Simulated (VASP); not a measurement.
Wanted: the native input for a VASP 6.6.1 run.

```yaml
Task: single point
Functional: PBE
Potentials_or_basis: VASP PAW PBE potentials, release 64 (Si)
Cutoff: 400 eV
k_mesh: 1 × 1 × 1, shifted
Occupations: fermi-dirac, width 0.05 eV
Spin: no spin polarisation
Dipole_correction: no
Mended: yes
Further_INCAR_settings: LREAL = Auto; ALGO = Normal; EDIFF = 1e-06; NBANDS = 56; ISYM = -1
```

The structure of Si lies in POSCAR:

```
Si
1.0
    7.2812860000      0.0138440000     -0.2431290000
    0.0138440000      7.4715990000     -0.0584000000
   -0.2431290000     -0.0584000000      7.1523540000
Si
20
Direct
    0.0999216906      0.1096771421      0.3938517313
    0.1378245151      0.4492682637      0.7100402753
    0.6822984546      0.9388585006      0.0227564068
    0.9221902733      0.1845125995      0.1026019874
    0.5130792969      0.8228547844      0.2603091480
    0.9375382229      0.9513872238      0.6166970685
    0.1435184296      0.7964597409      0.8460731587
    0.8325288199      0.4930562161      0.6603914435
    0.5041574247      0.3604326122      0.7562414493
    0.5122428798      0.0763724545      0.4949973464
    0.4340265526      0.6119990017      0.9999793332
    0.7520592074      0.1740760115      0.7797715888
    0.4091595941      1.0020706448      0.7901101496
    0.2284512272      0.4357421400      0.1701406921
    0.9732022199      0.6358555393      0.1881613586
    0.7898895558      0.7033389835      0.4373472083
    0.7504083158      0.6387534030      0.9385777357
    0.3185882811      0.3481949351      0.4606928900
    0.1987014319      0.8727592560      0.1799145038
    0.2029945051      0.2185474824      0.9163597081
```

These files were run (other wordings do the same):

INCAR

```
SYSTEM = Si
PREC = Accurate
ENCUT = 400
EDIFF = 1E-6
ISMEAR = -1
SIGMA = 0.05
LREAL = Auto
LASPH = .True.
NELM = 120
ALGO = Normal
ISIF = 2
LWAVE = .False.
LCHARG = .False.
GGA = PE
NBANDS = 56
ISYM = -1
GGA_COMPAT = .False.
```

KPOINTS

```
explicit points
1
Reciprocal
  0.25000000   0.25000000   0.25000000 1
```

Potentials or basis: VASP PAW PBE potentials, release 64 (Si).

Run with:

```sh
$ cat potpaw_PBE.64/Si/POTCAR > POTCAR
$ mpirun -np 1 vasp_std > vasp.out
```

Results of the run:

```yaml
Pressure: 0.1 GPa
Largest_force: 1.497 eV/Å
```

Caveat: the atoms stand as in a frame of molecular dynamics.

Run time: 35 s on 1 thread of Intel(R) Xeon(R) Platinum 8259CL CPU @ 2.50GHz (Skylake/Cascade Lake), on a shared host, peak memory 0.3 GiB.
